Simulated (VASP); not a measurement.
Input of a VASP 6.6.1 run:

File INCAR:

```
PREC = Accurate
ENCUT = 910
EDIFF = 1E-7
ISMEAR = 0
SIGMA = 0.1
LREAL = False
LASPH = True
NELM = 120
ALGO = Normal
ISIF = 3
LWAVE = False
LCHARG = False
GGA = PE
IBRION = 2
NSW = 90
EDIFFG = -0.04
GGA_COMPAT = False
NELMIN = 4
```

KPOINTS

```
Automatic mesh
0
Gamma
  6 6 4
```

File POSCAR:

```
Al2O3
1.0
    3.9036815800      0.0000000000      0.0000000000
   -1.9518407900      3.3806874200      0.0000000000
    0.0000000000      0.0000000000      4.0472309200
Al O
2 3
Direct
    0.3333333300      0.6666666700      0.5000000000
    0.6666666700      0.3333333300      0.5000000000
    0.5000000000      0.0000000000      0.0000000000
    0.0000000000      0.5000000000      0.0000000000
    0.5000000000      0.5000000000      0.0000000000
```

Potentials or basis: VASP PAW PBE potentials, release 64 (Al, O_h).

Launch:

```console
$ cat potpaw_PBE.64/Al/POTCAR potpaw_PBE.64/O_h/POTCAR > POTCAR
$ mpirun -np 1 vasp_std > vasp.out
```

Task: Estimate the space group after relaxing (to 0.05 Å).

Result: P6/mmm (No. 191).

Task: Predict the relaxed cell.

Result: a = 4.868 Å, b = 4.868 Å, c = 2.523 Å, α = 90.00°, β = 90.00°, γ = 120.00°.

Task: What does it give for the relaxed volume?

Result: 10.36 Å³/atom.

The path:
| step | energy change (eV) | largest force (eV/Å) | pressure (GPa) | volume (Å³) |
| --- | --- | --- | --- | --- |
| 1 | 0.0000 | 0.0000 | 28.60 | 53.41 |
| 2 | -4.0836 | 0.0000 | -16.27 | 68.22 |
| 3 | -5.5661 | 0.0000 | -38.55 | 77.30 |
| 4 | -7.8113 | 0.0000 | -50.91 | 77.87 |
| 5 | -8.6062 | 0.0000 | -57.00 | 77.79 |
| 6 | -12.1408 | 0.0000 | -50.37 | 68.37 |
| 7 | -14.1112 | 0.0000 | -35.57 | 60.47 |
| 8 | -10.5088 | 0.0000 | 51.67 | 45.93 |
| 9 | -14.4023 | 0.0000 | -25.92 | 57.40 |
| 10 | -14.4133 | 0.0000 | -21.64 | 56.29 |
| 11 | -15.1169 | 0.0000 | -10.19 | 53.74 |
| 12 | -15.3116 | 0.0000 | -0.56 | 51.85 |
| 13 | -15.3154 | 0.0000 | 1.08 | 51.54 |
| 14 | -15.3151 | 0.0000 | 0.57 | 51.64 |
| 15 | -15.3160 | 0.0000 | -0.05 | 51.75 |
| 16 | -15.3161 | 0.0000 | -0.51 | 51.84 |
| 17 | -15.3164 | 0.0000 | -0.17 | 51.78 |

Caveat: the cutoff is under 1.25 times the usual one of these potentials, so pressure, stress and relaxed cells hold a basis-set (Pulay) error.
